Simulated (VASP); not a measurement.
# C in VASP: notebook

Runs on C. Level: LDA. Tasks: single point.

Everything below comes from runs of VASP 6.6.1. Logs are shortened: lines on timing, memory, paths and dates and some standing lists are left out, and cuts for length are marked.

### 1 The cell of the first run

It takes space group Fddd (No. 70, orthorhombic). Conventional cell: a = 3.143 Å, b = 3.673 Å, c = 3.779 Å, α = 90.00°, β = 90.00°, γ = 90.00°. Within 2.0 Å of C (site symmetry 222) lie 4 C at 1.53 Å.

### 2 Single point, LDA

Contents of INCAR:

```
SYSTEM = C
PREC = Accurate
ENCUT = 1300
EDIFF = 1E-6
ISMEAR = 0
SIGMA = 0.05
LREAL = .False.
LASPH = .True.
NELM = 120
ALGO = Normal
ISIF = 2
LWAVE = .False.
LCHARG = .True.
LELF = .True.
LVHAR = .True.
NBANDS = 11
GGA_COMPAT = .False.
```

Contents of KPOINTS:

```
Automatic mesh
0
Gamma
  12 12 12
  0 0 0
```

Contents of POSCAR:

```
C
1.0
    0.0000000000      1.8364009109      1.8893740141
    1.5715353949      0.0000000000      1.8893740141
    1.5715353949      1.8364009109      0.0000000000
C
2
Direct
    0.5000000000      0.5000000000      0.5000000000
    0.7500000000      0.7500000000      0.7500000000
```

Potentials or basis: VASP PAW LDA potentials, release 64 (C_h).

Run with:

```sh
cat potpaw_LDA.64/C_h/POTCAR > POTCAR
mpirun -np 1 vasp_std > vasp.out
```

OUTCAR:

```text
SYSTEM = C
   PREC = Accurate
   ENCUT = 1300
   EDIFF = 1E-6
   ISMEAR = 0
   LREAL = .False.
   LASPH = .True.
   NELM = 120
   ISIF = 2

 ion  position               nearest neighbor table
   1  0.500  0.500  0.500-
   2  0.750  0.750  0.750-

  LATTYP: Found a face centered orthorhombic cell.
 ALAT       =     3.1430707898
 B/A-ratio  =     1.1685393258
 C/A-ratio  =     1.2022471910

  Lattice vectors:

 A1 = (   0.0000000000,   1.8364009109,   1.8893740141)
 A2 = (   1.5715353949,   0.0000000000,   1.8893740141)
 A3 = (   1.5715353949,   1.8364009109,   0.0000000000)

Analysis of symmetry for initial positions (statically):
=====================================================================
 Subroutine PRICEL returns:
 Original cell was already a primitive cell.

 Routine SETGRP: Setting up the symmetry group for a
 face centered orthorhombic supercell.

 Subroutine GETGRP returns: Found  8 space group operations
 (whereof  4 operations were pure point group operations)
 out of a pool of  8 trial point group operations.

The static configuration has the point symmetry D_2 .
 The point group associated with its full space group is D_2h.

Analysis of symmetry for dynamics (positions and initial velocities):
=====================================================================
 Subroutine PRICEL returns:
 Original cell was already a primitive cell.

 Routine SETGRP: Setting up the symmetry group for a
 face centered orthorhombic supercell.

 Subroutine GETGRP returns: Found  8 space group operations
 (whereof  4 operations were pure point group operations)
 out of a pool of  8 trial point group operations.

The dynamic configuration has the point symmetry D_2 .
 The point group associated with its full space group is D_2h.

 Subroutine INISYM returns: Found  8 space group operations
 (whereof  4 operations are pure point group operations),
 and found     1 'primitive' translations

----------------------------------------------------------------------------------------

                                     Primitive cell

  volume of cell :      10.9053

  direct lattice vectors                    reciprocal lattice vectors
     0.000000000  1.836400911  1.889374014    -0.318160190  0.272271701  0.264637915
     1.571535395  0.000000000  1.889374014     0.318160190 -0.272271701  0.264637915
     1.571535395  1.836400911  0.000000000     0.318160190  0.272271701 -0.264637915

  length of vectors
     2.634786988  2.457530806  2.417041953     0.495369571  0.495369571  0.495369571

  position of ions in fractional coordinates (direct lattice)
     0.500000000  0.500000000  0.500000000
     0.750000000  0.750000000  0.750000000

  ion indices of the primitive-cell ions
   primitive index   ion index
                 1           1
                 2           2

----------------------------------------------------------------------------------------

 KPOINTS: Automatic mesh

Automatic generation of k-mesh.
 Grid dimensions read from file:
 generate k-points for:   12   12   12

 Generating k-lattice:

  Cartesian coordinates                     Fractional coordinates (reciprocal lattice)
    -0.026513349  0.022689308  0.022053160     0.083333333  0.000000000 -0.000000000
     0.026513349 -0.022689308  0.022053160     0.000000000  0.083333333  0.000000000
     0.026513349  0.022689308 -0.022053160    -0.000000000  0.000000000  0.083333333

  Length of vectors
     0.041280798  0.041280798  0.041280798

  Shift w.r.t. Gamma in fractional coordinates (k-lattice)
     0.000000000  0.000000000  0.000000000

 Subroutine IBZKPT returns following result:
 ===========================================

 Found    280 irreducible k-points:

 Following reciprocal coordinates:
            Coordinates               Weight
  0.000000  0.000000  0.000000      1.000000
  0.083333  0.000000  0.000000      8.000000
  0.166667  0.000000  0.000000      8.000000
  0.250000  0.000000  0.000000      8.000000
  0.333333 -0.000000  0.000000      8.000000
  0.416667  0.000000  0.000000      8.000000
[... 16 lines left out ...]
  0.500000  0.166667  0.000000      8.000000
 -0.416667  0.166667  0.000000      8.000000
 [... further k-points ...]
   k-points           NKPTS =    280   k-points in BZ     NKDIM =    280   number of bands    NBANDS=     11
   number of dos      NEDOS =    301   number of ions     NIONS =      2
   total plane-waves  NPLWV =  26880
   dimension x,y,z NGX =    32 NGY =   30 NGZ =   28
   dimension x,y,z NGXF=    64 NGYF=   60 NGZF=   56
   ions per type =               2
   NGX,Y,Z   is equivalent  to a cutoff of  20.19, 20.29, 19.26 a.u.
   NGXF,Y,Z  is equivalent  to a cutoff of  40.38, 40.59, 38.52 a.u.
 SYSTEM =  C
   PREC   = accura    normal or accurate (medium, high low for compatibility)
   ISTART =      0    job   : 0-new  1-cont  2-samecut
   ICHARG =      2    charge: 1-file 2-atom 10-const
   ISPIN  =      1    spin polarized calculation?
   LNONCOLLINEAR =      F non collinear calculations
   LSORBIT =      F    spin-orbit coupling
   LASPH  =      T    aspherical Exc in radial PAW
   ENCUT  = 1300.0 eV  95.55 Ry    9.77 a.u.   7.75  7.22  7.11*2*pi/ulx,y,z
   NELM   =    120;   NELMIN=  2; NELMDL= -5     # of ELM steps
   EDIFF  = 0.1E-05   stopping-criterion for ELM
   LREAL  =      F    real-space projection
   EDIFFG = 0.1E-04   stopping-criterion for IOM
   NSW    =      0    number of steps for IOM
   IBRION =     -1    ionic relax: 0-MD 1-quasi-New 2-CG
   NFREE  =      0    steps in history (QN), initial steepest desc. (CG)
   ISIF   =      2    stress and relaxation
   ISYM   =      2    0-nonsym 1-usesym 2-fastsym
   POTIM  = 0.5000    time-step for ionic-motion
   TEBEG  =    0.0;   TEEND  =   0.0 temperature during run
   PSTRESS=    0.0 pullay stress
   NELECT =       8.0000    total number of electrons
   NUPDOWN=      -1.0000    fix difference up-down
   EMIN   =  10.00;   EMAX   =-10.00  energy-range for DOS
   EFERMI =   0.00;   METHOD = LEGACY
   ISMEAR =     0;   SIGMA  =   0.05  broadening in eV -4-tet -1-fermi 0-gaus
   EFERMI_NEDOS =   21; number of points for ismear=-14 and -15
   IALGO  =     38    algorithm
   IMIX   =      4    mixing-type and parameters
     AMIX     =   0.40;   BMIX     =  1.00
     AMIX_MAG =   1.60;   BMIX_MAG =  1.00
  volume/ion in A,a.u.               =       5.45        36.80
  Fermi-wavevector in a.u.,A,eV,Ry     =   1.476471  2.790126 29.660252  2.179967
  Thomas-Fermi vector in A             =   2.590994
   LORBIT       =      0    0 simple, 1 ext, 2 COOP (PROOUT), +10 PAW based schemes
   GGA     = CA    functional components
   LHFCALC =     F    Hartree Fock is set to
   AEXX    =    0.0000 exact exchange contribution
   IVDW    =     0    specifies the selected vdW correction
   LEPSILON=     F    determine dielectric tensor
   LRPA    =     F    only Hartree local field effects (RPA)
 non-spin polarized calculation
 Gauss-broadening in eV      SIGMA  =   0.05
  energy-cutoff  :     1300.00
  volume of cell :       10.91
 maximum number of plane-waves:      1176
   NGX = 15   NGY = 15   NGZ = 15

 number of electron       8.0000000 magnetization

 Free energy of the ion-electron system (eV)
  ---------------------------------------------------
  ext. energy  EPLUGINS =         0.00000000
  ---------------------------------------------------
  free energy    TOTEN  =       -19.68970370 eV

  energy without entropy =      -19.68968117  energy(sigma->0) =      -19.68969244

 E-fermi :  13.0404     XC(G=0): -13.8766

 val. band max:       13.0057971280   @ k =   0.0000   0.0000   0.0000
 cond. band min:      13.0895715802   @ k =   0.0000   0.4167   0.4167
 fundamental gap:      0.0837744522
 Fermi energy:        13.0403651922

 k-point     1 :       0.0000    0.0000    0.0000
  band No.  band energies     occupation
      1     -10.3119      2.00000
      2      10.4961      2.00000
      3      11.1097      2.00000
      4      13.0058      1.67179
      5      16.0992      0.00000
      6      18.0145      0.00000
      7      18.3626      0.00000
      8      25.6711      0.00000
      9      31.4178      0.00000
     10      34.1192      0.00000
     11      36.0096      0.00000

 k-point     2 :       0.0833    0.0000    0.0000
  band No.  band energies     occupation
      1     -10.1112      2.00000
      2       9.8440      2.00000
      3      10.5532      2.00000
      4      12.3893      2.00000
      5      16.4043      0.00000
      6      18.4363      0.00000
      7      19.0211      0.00000
      8      25.8045      0.00000
      9      31.7198      0.00000
     10      33.0012      0.00000
     11      35.1491      0.00000

 k-point     3 :       0.1667    0.0000    0.0000
  band No.  band energies     occupation
      1      -9.5113      2.00000
      2       7.7244      2.00000
      3       9.6019      2.00000
      4      11.5298      2.00000
      5      16.9971      0.00000
      6      19.0999      0.00000
      7      20.3433      0.00000
      8      26.1997      0.00000
      9      31.9268      0.00000
     10      32.5970      0.00000
     11      34.1665      0.00000

 k-point     4 :       0.2500    0.0000    0.0000
  band No.  band energies     occupation
      1      -8.5194      2.00000
      2       4.9525      2.00000
      3       8.6799      2.00000
      4      10.8550      2.00000
      5      17.4736      0.00000
      6      19.4945      0.00000
      7      21.6125      0.00000
      8      26.7839      0.00000
      9      31.7740      0.00000
     10      33.3400      0.00000
     11      34.7139      0.00000
[... 239 lines left out ...]
 k-point    22 :       0.4167    0.1667    0.0000
  band No.  band energies     occupation
      1      -6.3073      2.00000
      2       2.0652      2.00000
      3       5.9287      2.00000
      4       8.4929      2.00000
      5      19.5171      0.00000
      6      20.3737      0.00000
      7      24.4545      0.00000
      8      25.8946      0.00000
      9      31.9137      0.00000
     10      32.6330      0.00000
     11      38.5936      0.00000

 k-point    23 :       0.5000    0.1667    0.0000
  band No.  band energies     occupation
      1      -4.6175      2.00000
      2      -0.3194      2.00000
      3       5.1856      2.00000
      4       8.5470      2.00000
      5      19.8186      0.00000
      6      20.2929      0.00000
      7      24.5086      0.00000
      8      27.1608      0.00000
      9      31.4878      0.00000
     10      34.2456      0.00000
     11      39.2380      0.00000

 k-point    24 :      -0.4167    0.1667    0.0000
  band No.  band energies     occupation
      1      -3.5979      2.00000
      2      -1.5100      2.00000
      3       4.8012      2.00000
      4       8.8687      2.00000
      5      19.8844      0.00000
      6      20.3778      0.00000
      7      24.1806      0.00000
      8      27.0458      0.00000
      9      32.1296      0.00000
     10      35.5431      0.00000
     11      37.6977      0.00000

 [... further k-points ...]
[... 5 lines left out ...]
  --------------------------------------------------------------------------------------
  -------------------------------------------------------------------------------------
  Total        6.5376670     -1.4293104     -3.9268241      0.0000000      0.0000000      0.0000000
  in kB      960.4920626   -209.9894756   -576.9157986      0.0000000      0.0000000      0.0000000
  external PRESSURE =      57.8622628 kB  Pullay stress =       0.0000000 kB

 VOLUME and BASIS-vectors are now :
 -----------------------------------------------------------------------------
  energy-cutoff  :     1300.00
  volume of cell :       10.91
      direct lattice vectors                 reciprocal lattice vectors
     0.000000000  1.836400911  1.889374014    -0.318160190  0.272271701  0.264637915
     1.571535395  0.000000000  1.889374014     0.318160190 -0.272271701  0.264637915
     1.571535395  1.836400911  0.000000000     0.318160190  0.272271701 -0.264637915

 POSITION                                       TOTAL-FORCE (eV/Angst)
 -----------------------------------------------------------------------------------
      1.57154      1.83640      1.88937         0.000000      0.000000      0.000000
      2.35730      2.75460      2.83406         0.000000      0.000000     -0.000000
 -----------------------------------------------------------------------------------
    total drift:                               -0.000000     -0.000000      0.000000

  FREE ENERGIE OF THE ION-ELECTRON SYSTEM (eV)
  ---------------------------------------------------
  free  energy   TOTEN  =       -19.6897037045 eV

  energy  without entropy=      -19.6896811685  energy(sigma->0) =      -19.68969244
```

It took 71 s on 1 thread of Intel Xeon Platinum 8488C (Sapphire Rapids), shared host; peak memory 0.22 GiB.

What came out:

```
Free energy            : -19.6897 eV
Pressure               : 5.8 GPa
Band gap on the k mesh : 0.08 eV (least direct gap 3.09 eV)
```

Levels at points of the mesh, in eV from the valence-band top:
| k point | band 2 | band 3 | band 4 | band 5 | band 6 | band 7 |
| --- | --- | --- | --- | --- | --- | --- |
| (0.00, 0.00, 0.00) | -2.51 | -1.90 | 0.00 | 3.09 | 5.01 | 5.36 |
| (0.50, 0.00, 0.00) | -15.18 | -5.71 | -3.03 | 4.76 | 6.34 | 10.63 |
| (0.50, 0.50, 0.00) | -15.42 | -6.67 | -6.67 | 5.29 | 5.29 | 14.26 |
| (0.50, 0.00, 0.50) | -14.98 | -7.08 | -7.08 | 4.65 | 4.65 | 14.04 |
| (0.00, 0.50, 0.50) | -12.38 | -9.54 | -9.54 | 0.77 | 0.77 | 16.02 |

Caveat: the cell differs from its parent crystal (strain +e along x and -e along y -0.0750, strain +e along z and -e/2 along x and y +0.0700); the stress differs along the axes, from -58 to 96 GPa.

### 3 Single point, LDA

INCAR, as its differences from that of step 2:

```diff
@@ -13,2 +13,3 @@
 LCHARG = .True.
+GGA = CA
 LELF = .True.
```

Contents of KPOINTS:

```
regular mesh
0
Gamma
  12 12 12
  0 0 0
```

Contents of POSCAR:

```
C
1.0
    0.0000000000      1.7039681529      1.8893740141
    1.7039681529      0.0000000000      1.8893740141
    1.7039681529      1.7039681529      0.0000000000
C
2
Direct
    0.5000000000      0.5000000000      0.5000000000
    0.7500000000      0.7500000000      0.7500000000
```

Potentials or basis: VASP PAW LDA potentials, release 64 (C_h).

Run with:

```sh
cat potpaw_LDA.64/C_h/POTCAR > POTCAR
mpirun -np 1 vasp_std > vasp.out
```

Wall time 25 s (1 thread of Intel Xeon 6975P-C (Granite Rapids), shared host); peak memory 0.17 GiB.

The run converged. Its results:

| Quantity | Value |
| --- | --- |
| Free energy | -20.0172 eV |
| Pressure | 3.0 GPa |
| Band gap on the k mesh | 2.90 eV (least direct gap 4.72 eV) |

Stress tensor (GPa, compression positive):
```
 39.35   0.00   0.00
  0.00  39.35   0.00
  0.00   0.00 -69.83
```

Levels at points of the mesh, in eV from the valence-band top:
```csv
k point,band 1,band 2,band 3,band 4,band 5,band 6,band 7,band 8,band 9
"(0.00, 0.00, 0.00)",-22.37,-1.78,0.00,0.00,4.72,4.72,5.99,13.47,18.97
"(0.50, 0.00, 0.00)",-16.29,-14.30,-4.47,-2.43,6.06,8.38,10.29,15.20,21.15
"(0.50, 0.50, 0.00)",-14.51,-14.51,-5.97,-5.97,5.88,5.88,16.06,16.06,21.74
"(0.50, 0.00, 0.50)",-12.85,-12.85,-7.52,-7.52,3.45,3.45,16.12,16.12,22.89
```

Caveat: the cell differs from its parent crystal (strain +e along x and -e along y +0.0000, strain +e along z and -e/2 along x and y +0.0700); the stress differs along the axes, from -70 to 39 GPa.

### 4 Single point, LDA

Contents of INCAR:

```
SYSTEM = C
  ALGO = Normal
  EDIFF = 1E-6
  ENCUT = 1300
  GGA_COMPAT = .False.
  ISIF = 2
  ISMEAR = 0
  LASPH = .True.
  LCHARG = .False.
  LREAL = .False.
  LWAVE = .False.
  NBANDS = 11
  NELM = 120
  PREC = Accurate
  SIGMA = 0.05
```

Contents of KPOINTS:

```
k-points
0
Gamma
  12 12 12
  0 0 0
```

Contents of POSCAR:

```
C
1.0
    0.0000000000      1.8275720603      1.6421661991
    1.8275720603      0.0000000000      1.6421661991
    1.8275720603      1.8275720603      0.0000000000
C
2
Direct
    0.5000000000      0.5000000000      0.5000000000
    0.7500000000      0.7500000000      0.7500000000
```

Run with:

```sh
cat potpaw_LDA.64/C_h/POTCAR > POTCAR
mpirun -np 1 vasp_std > vasp.out
```

It took 40 s on 1 thread of Intel Xeon Platinum 8488C (Sapphire Rapids), shared host; peak memory 0.18 GiB.

The run converged. Its results:

- Free energy: -20.0350 eV
- Pressure: 2.9 GPa
- Band gap on the k mesh: 1.55 eV (least direct gap 3.90 eV)

Stress tensor (GPa, compression positive):
```
-27.49   0.00   0.00
  0.00 -27.49   0.00
  0.00   0.00  63.61
```

Levels at points of the mesh, in eV from the valence-band top:
| k point | band 1 | band 2 | band 3 | band 4 | band 5 | band 6 | band 7 | band 8 |
| --- | --- | --- | --- | --- | --- | --- | --- | --- |
| (0.00, 0.00, 0.00) | -22.75 | -1.46 | -1.46 | 0.00 | 3.90 | 5.22 | 5.22 | 13.22 |
| (0.50, 0.00, 0.00) | -16.66 | -14.68 | -4.74 | -2.96 | 6.28 | 7.03 | 10.14 | 14.89 |
| (0.50, 0.50, 0.00) | -12.62 | -12.62 | -8.48 | -8.48 | 2.16 | 2.16 | 16.41 | 16.41 |
| (0.50, 0.00, 0.50) | -14.37 | -14.37 | -6.83 | -6.83 | 4.77 | 4.77 | 15.41 | 15.41 |

Caveat: the cell differs from its parent crystal (strain +e along x and -e along y +0.0000, strain +e along z and -e/2 along x and y -0.0700); the stress differs along the axes, from -27 to 64 GPa. A k mesh can miss the band edges.

### 5 Single point, LDA

Contents of INCAR:

```
  ALGO = Normal
  EDIFF = 1E-6
  ENCUT = 1300
  GGA = CA
  GGA_COMPAT = False
  ISIF = 2
  ISMEAR = 0
  LASPH = True
  LCHARG = True
  LELF = True
  LREAL = False
  LVHAR = True
  LWAVE = False
  NBANDS = 11
  NELM = 120
  PREC = Accurate
  SIGMA = 0.05
```

Contents of KPOINTS:

```
k-points
0
Gamma
  12 12 12
```

Contents of POSCAR:

```
C
1.0
    0.0000000000      1.9335182667      1.8275720603
    1.5362199927      0.0000000000      1.8275720603
    1.5362199927      1.9335182667      0.0000000000
C
2
Direct
    0.5000000000      0.5000000000      0.5000000000
    0.7500000000      0.7500000000      0.7500000000
```

Run with:

```sh
cat potpaw_LDA.64/C_h/POTCAR > POTCAR
mpirun -np 1 vasp_std > vasp.out
```

It took 44 s on 1 thread of Intel Xeon Platinum 8488C (Sapphire Rapids), shared host; peak memory 0.22 GiB.

It converged, with:

```yaml
Free_energy: -19.4241 eV
Pressure: 8.1 GPa
Band_gap_on_the_k_mesh: zero (bands 4 and 5 overlap by 0.64 eV)
```

Stress tensor (GPa, compression positive):
```
111.88   0.00   0.00
  0.00 -81.90   0.00
  0.00   0.00  -5.72
```

Levels at points of the mesh, in eV from the Fermi level:
| k point | band 2 | band 3 | band 4 | band 5 | band 6 | band 7 |
| --- | --- | --- | --- | --- | --- | --- |
| (0.00, 0.00, 0.00) | -2.64 | -1.35 | 0.58 | 3.32 | 5.45 | 6.14 |
| (0.50, 0.00, 0.00) | -14.86 | -5.66 | -2.45 | 4.42 | 6.71 | 11.37 |
| (0.50, 0.50, 0.00) | -14.61 | -6.69 | -6.69 | 5.06 | 5.06 | 13.73 |
| (0.50, 0.00, 0.50) | -15.48 | -5.88 | -5.88 | 6.34 | 6.34 | 14.28 |
| (0.00, 0.50, 0.50) | -11.67 | -9.48 | -9.48 | 0.68 | 0.68 | 16.29 |

Caveat: the cell differs from its parent crystal (strain +e along x and -e along y -0.1125, strain +e along z and -e/2 along x and y +0.0350); the stress differs along the axes, from -82 to 112 GPa.

[end of part 1 of 2]

The gap in the log of VASP goes by the Fermi energy; the results here count the filled bands.